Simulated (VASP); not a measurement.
The system is CaSe.

```xyz
4
Lattice="5.0299 0.0000 0.0000 -2.5149 4.3560 0.0000 0.0000 0.0000 5.8947" Properties=species:S:1:pos:R:3 pbc="T T T"
Ca    0.0000    2.9040    1.4737
Ca    2.5149    1.4520    4.4211
Se    2.5149    1.4520    1.4737
Se    0.0000    2.9040    4.4211
```

- Program: VASP 6.6.1
- Task: relaxation of cell and atoms
- Functional: LDA
- Potentials or basis: VASP PAW LDA potentials, release 64 (Ca_sv, Se)
- Cutoff: 600 eV
- k mesh: 6 × 6 × 4
- Occupations: fermi-dirac, width 0.02 eV
- Spin: no spin polarisation

At the start: pressure -2.9 GPa; volume 32.29 Å³/atom.

Where does the relaxation end?

Over 7 steps the energy falls by 22.9 meV/atom and the volume is 29.90 Å³/atom (-7.4 %); space group P6_3/mmc (No. 194, to 0.1 Å) before and after.

The path:
| step | energy change (eV) | largest force (eV/Å) | pressure (GPa) | volume (Å³) |
| --- | --- | --- | --- | --- |
| 1 | 0.0000 | 0.0000 | -2.89 | 129.15 |
| 2 | -0.0894 | 0.0000 | 0.45 | 118.56 |
| 3 | -0.0912 | 0.0000 | -0.02 | 119.77 |
| 4 | -0.0912 | 0.0000 | -0.08 | 119.96 |
| 5 | -0.0916 | 0.0000 | -0.07 | 119.85 |
| 6 | -0.0916 | 0.0000 | -0.06 | 119.83 |
| 7 | -0.0917 | 0.0000 | 0.02 | 119.61 |

Final structure:
```
CELL_PARAMETERS angstrom
4.90507 0.00000 0.00000
-2.45254 4.24792 0.00000
0.00000 0.00000 5.74060
ATOMIC_POSITIONS crystal
Ca 0.33333 0.66667 0.25000
Ca 0.66667 0.33333 0.75000
Se 0.66667 0.33333 0.25000
Se 0.33333 0.66667 0.75000
```
